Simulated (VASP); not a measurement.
Runs of VASP 6.6.1 on Rb. The structure is that of space group Im-3m (No. 229), or close to it. The cells are those of the table. 

| task | cell | cutoff (eV) | gap on the mesh (eV) | pressure (GPa) |
| --- | --- | --- | --- | --- |
| single point | a = 4.967 Å, angles 109.5°, 1 atom | 520 | none | (a) |
| single point | a = 4.818 Å, angles 109.5°, 1 atom | 520 | none | 0.2 |
| single point | a = 4.869 Å, angles 109.5°, 1 atom | 520 | none | 0.1 |
| relaxation of cell and atoms | relaxed from a = 4.854 Å, angles 109.5°, 1 atom | 600 | none | 0.0 |
| single point | a = 4.918 Å, angles 109.5°, 1 atom | 520 | none | 0.0 |

Alike in all rows: level r2SCAN+rVV10; potentials or basis VASP PAW PBE potentials, release 64 (Rb_sv); no spin polarisation; k mesh 10 × 10 × 10; smearing gaussian 0.1 eV.

Task: Estimate the missing entries.

Result: (a) -0.1.

Caveats: the PAW data sets were made with another functional, which shifts forces and pressure a little.

A k mesh can miss the band edges, and the runs leave out spin-orbit coupling on Rb.

A gap of «none» marks levels without a gap at the run's occupations.
